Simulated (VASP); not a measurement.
A run of VASP 6.6.1 is set up as follows.

File INCAR:

```
SYSTEM = FeCo4
ALGO = Normal
EDIFF = 1E-6
ENCUT = 600
GGA = PE
GGA_COMPAT = .FALSE.
ISIF = 2
ISMEAR = 0
ISPIN = 2
LASPH = .TRUE.
LCHARG = .FALSE.
LMAXMIX = 4
LORBIT = 11
LREAL = .FALSE.
LWAVE = .FALSE.
MAGMOM = 4 3 3 3 3
NBANDS = 34
NELM = 200
PREC = Accurate
SIGMA = 0.1
```

KPOINTS

```
k-points
0
G
  6 6 6
  0 0 0
```

The input POSCAR:

```
FeCo4
1.0
   -2.7598642300      2.7598642300      1.7454914000
    2.7598642300     -2.7598642300      1.7454914000
    2.7598642300      2.7598642300     -1.7454914000
Fe Co
1 4
Direct
    0.0000000000      0.0000000000      0.0000000000
    0.8000000000      0.4000000000      0.2000000000
    0.2000000000      0.6000000000      0.8000000000
    0.6000000000      0.8000000000      0.4000000000
    0.4000000000      0.2000000000      0.6000000000
```

Potentials or basis: VASP PAW PBE potentials, release 64 (Fe, Co).

Launch:

```console
$ cat potpaw_PBE.64/Fe/POTCAR potpaw_PBE.64/Co/POTCAR > POTCAR
$ mpirun -np 1 vasp_std > vasp.out
```

Problem. Predict the largest force.

Solution. 0.268 eV/Å.

Problem. Estimate the site moments.

Solution. Fe +2.50; Co +1.62 μB.

Problem. Estimate the net moment.

Solution. 8.95 μB per cell.

Problem. Predict the pressure.

Solution. 8.7 GPa.

Stress tensor (GPa, compression positive):
```
8.57 0.00 0.00
0.00 8.57 0.00
0.00 0.00 8.82
```

Caveat: the cell stands under pressure.
